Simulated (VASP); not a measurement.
# Pt (Cmcm) in VASP: single point with r2SCAN

Aim: the single point of Pt with r2SCAN.

Everything below comes from runs of VASP 6.6.1. Logs are shortened: lines on timing, memory, paths and dates and some standing lists are left out, and cuts for length are marked.

### 1 The cell of the first run

The structure is orthorhombic, space group Cmcm (No. 63). Conventional cell: a = 2.692 Å, b = 4.901 Å, c = 4.792 Å, α = 90.00°, β = 90.00°, γ = 90.00°. Pt (site symmetry m2m) has 12 Pt at 2.69 to 2.90 Å within 3.5 Å.

### 2 Single point, r2SCAN (strain -0.0250 x Voigt [1, -1, 0, 0, 0, 0])

Contents of POSCAR:

```
Pt
1.0
    2.6916489754      0.0000000000      0.0000000000
   -1.3458244877      2.4505767185      0.0000000000
    0.0000000000      0.0000000000      4.7921340000
Pt
2
Direct
    0.6666666667      0.3333333333      0.7500000000
    0.3333333333      0.6666666667      0.2500000000
```

Contents of INCAR.step1:

```
ALGO = Normal
EDIFF = 1E-4
ENCUT = 520
GGA = PE
ISMEAR = 0
LASPH = True
LCHARG = False
LREAL = False
LWAVE = True
NBANDS = 17
NELM = 100
PREC = Accurate
SIGMA = 0.15
```

Contents of INCAR.step2:

```
ALGO = Normal
EDIFF = 1E-7
ENCUT = 520
ISIF = 2
ISMEAR = 0
ISTART = 1
LASPH = True
LCHARG = False
LMIXTAU = True
LREAL = False
LWAVE = False
METAGGA = R2SCAN
NBANDS = 17
NELM = 100
PREC = Accurate
SIGMA = 0.15
```

Contents of KPOINTS:

```
k-points
0
Gamma
  18 18 10
```

Potentials or basis: VASP PAW PBE potentials, release 64 (Pt).

Run with:

```
$ cat potpaw_PBE.64/Pt/POTCAR > POTCAR
$ cp INCAR.step1 INCAR
$ mpirun -np 1 vasp_std > vasp.out
$ cp INCAR.step2 INCAR
$ mpirun -np 1 vasp_std > vasp.out
```

OUTCAR:

```text
EDIFF = 1E-7
   ENCUT = 520
   ISIF = 2
   ISMEAR = 0
   ISTART = 1
   LASPH = True
   LREAL = False
   METAGGA = R2SCAN
   NELM = 100
   PREC = Accurate

 ion  position               nearest neighbor table
   1  0.667  0.333  0.750-   2 2.87   2 2.87   2 2.87   2 2.87   2 2.90   2 2.90
   2  0.333  0.667  0.250-   1 2.87   1 2.87   1 2.87   1 2.87   1 2.90   1 2.90

  LATTYP: Found a base centered orthorhombic cell.
 ALAT       =     2.6916489754
 B/A-ratio  =     1.8208739259
 C/A-ratio  =     1.7803710825

  Lattice vectors:

 A1 = (   1.3458244877,  -2.4505767185,   0.0000000000)
 A2 = (   1.3458244877,   2.4505767185,   0.0000000000)
 A3 = (   0.0000000000,   0.0000000000,   4.7921340000)

Analysis of symmetry for initial positions (statically):
=====================================================================
 Subroutine PRICEL returns:
 Original cell was already a primitive cell.

 Routine SETGRP: Setting up the symmetry group for a
 base centered orthorhombic supercell.

 Subroutine GETGRP returns: Found  8 space group operations
 (whereof  4 operations were pure point group operations)
 out of a pool of  8 trial point group operations.

The static configuration has the point symmetry C_2h.
 The point group associated with its full space group is D_2h.

Analysis of symmetry for dynamics (positions and initial velocities):
=====================================================================
 Subroutine PRICEL returns:
 Original cell was already a primitive cell.

 Routine SETGRP: Setting up the symmetry group for a
 base centered orthorhombic supercell.

 Subroutine GETGRP returns: Found  8 space group operations
 (whereof  4 operations were pure point group operations)
 out of a pool of  8 trial point group operations.

The dynamic configuration has the point symmetry C_2h.
 The point group associated with its full space group is D_2h.

 Subroutine INISYM returns: Found  8 space group operations
 (whereof  4 operations are pure point group operations),
 and found     1 'primitive' translations

----------------------------------------------------------------------------------------

                                     Primitive cell

  volume of cell :      31.6094

  direct lattice vectors                    reciprocal lattice vectors
     2.691648975  0.000000000  0.000000000     0.371519470  0.204033604  0.000000000
[... 84 lines left out ...]
   ENCUT  =  520.0 eV  38.22 Ry    6.18 a.u.   5.00  5.20  8.91*2*pi/ulx,y,z
   NELM   =    100;   NELMIN=  2; NELMDL=  0     # of ELM steps
   EDIFF  = 0.1E-06   stopping-criterion for ELM
   LREAL  =      F    real-space projection
   EDIFFG = 0.1E-05   stopping-criterion for IOM
   NSW    =      0    number of steps for IOM
   IBRION =     -1    ionic relax: 0-MD 1-quasi-New 2-CG
   NFREE  =      0    steps in history (QN), initial steepest desc. (CG)
   ISIF   =      2    stress and relaxation
   ISYM   =      2    0-nonsym 1-usesym 2-fastsym
   POTIM  = 0.5000    time-step for ionic-motion
   TEBEG  =    0.0;   TEEND  =   0.0 temperature during run
   PSTRESS=    0.0 pullay stress
   NELECT =      20.0000    total number of electrons
   NUPDOWN=      -1.0000    fix difference up-down
   EMIN   =  10.00;   EMAX   =-10.00  energy-range for DOS
   EFERMI =   0.00;   METHOD = LEGACY
   ISMEAR =     0;   SIGMA  =   0.15  broadening in eV -4-tet -1-fermi 0-gaus
   EFERMI_NEDOS =   21; number of points for ismear=-14 and -15
   IALGO  =     38    algorithm
   IMIX   =      4    mixing-type and parameters
     AMIX     =   0.40;   BMIX     =  1.00
     AMIX_MAG =   1.60;   BMIX_MAG =  1.00
  volume/ion in A,a.u.               =      15.80       106.66
  Fermi-wavevector in a.u.,A,eV,Ry     =   1.405442  2.655900 26.875143  1.975267
  Thomas-Fermi vector in A             =   2.527903
   LORBIT       =      0    0 simple, 1 ext, 2 COOP (PROOUT), +10 PAW based schemes
   METAGGA = R2SCAN    functional components
   LHFCALC =     F    Hartree Fock is set to
   AEXX    =    0.0000 exact exchange contribution
   IVDW    =     0    specifies the selected vdW correction
   LEPSILON=     F    determine dielectric tensor
   LRPA    =     F    only Hartree local field effects (RPA)
 non-spin polarized calculation
 Gauss-broadening in eV      SIGMA  =   0.15
  energy-cutoff  :      520.00
  volume of cell :       31.61
 maximum number of plane-waves:       867
   NGX =  9   NGY = 11   NGZ = 17

 number of electron      20.0000001 magnetization

 Free energy of the ion-electron system (eV)
  ---------------------------------------------------
  ext. energy  EPLUGINS =         0.00000000
  ---------------------------------------------------
  free energy    TOTEN  =      -102.85537129 eV

  energy without entropy =     -102.81667253  energy(sigma->0) =     -102.83602191

 E-fermi :  10.1042     XC(G=0): -14.2901

 val. band max:       10.1029737655   @ k =   0.0556   0.4444   0.0000
 cond. band min:      10.1047745289   @ k =   0.2778   0.1667   0.5000
 fundamental gap:      0.0018007633
 Fermi energy:        10.1041764739

 k-point     1 :       0.0000    0.0000    0.0000
  band No.  band energies     occupation
      1       0.1799      2.00000
      2       2.8336      2.00000
      3       6.0328      2.00000
      4       6.1468      2.00000
      5       6.5661      2.00000
      6       7.0347      2.00000
[... 457 lines left out ...]
      4       5.8633      2.00000
      5       6.3117      2.00000
      6       7.0269      2.00000
[... 9 lines left out ...]
     16      27.2544      0.00000
     17      29.3900      0.00000

 [... further k-points ...]

------------------------ aborting loop because EDIFF is reached ----------------------------------------

  FORCE on cell =-STRESS in cart. coord.  units (eV):
  Direction    XX          YY          ZZ          XY          YZ          ZX
  --------------------------------------------------------------------------------------
  -------------------------------------------------------------------------------------
  Total        0.1917879     -2.1560886     -1.0626806      0.0000000      0.0000000      0.0000000
  in kB        9.7211164   -109.2852406    -53.8638827      0.0000000      0.0000000      0.0000000
  external PRESSURE =     -51.1426690 kB  Pullay stress =       0.0000000 kB

 VOLUME and BASIS-vectors are now :
 -----------------------------------------------------------------------------
  energy-cutoff  :      520.00
  volume of cell :       31.61
      direct lattice vectors                 reciprocal lattice vectors
     2.691648975  0.000000000  0.000000000     0.371519470  0.204033604  0.000000000
    -1.345824488  2.450576718  0.000000000     0.000000000  0.408067208  0.000000000
     0.000000000  0.000000000  4.792134000     0.000000000  0.000000000  0.208675300

 POSITION                                       TOTAL-FORCE (eV/Angst)
 -----------------------------------------------------------------------------------
      1.34582      0.81686      3.59410         0.000000     -0.014496      0.000000
     -0.00000      1.63372      1.19803        -0.000000      0.014496      0.000000
 -----------------------------------------------------------------------------------
    total drift:                               -0.000000      0.000000     -0.000000

  FREE ENERGIE OF THE ION-ELECTRON SYSTEM (eV)
  ---------------------------------------------------
  free  energy   TOTEN  =      -102.8553712931 eV

  energy  without entropy=     -102.8166725313  energy(sigma->0) =     -102.83602191
```

Run time: 24 min. Hardware: 1 thread of Oxide Virtual Turin-like, shared host; peak memory 0.32 GiB.

Results:

| Item | Value |
| --- | --- |
| Free energy | -102.8554 eV |
| Pressure | -5.1 GPa |
| Largest force | 0.014 eV/Å |
| Band gap on the k mesh | zero (bands 10 and 11 overlap by 1.32 eV) |

Forces on the atoms (eV/Å):
```
Pt   0.000 -0.014  0.000
Pt   0.000  0.014  0.000
```

Caveat: the cell differs from its parent crystal (strain -0.0250 x Voigt [1, -1, 0, 0, 0, 0]); the stress differs along the axes, from -11 to 1 GPa; the PAW data sets were made with another functional, which shifts forces and pressure a little; spin-orbit coupling is left out, which moves the levels of the heavy elements.
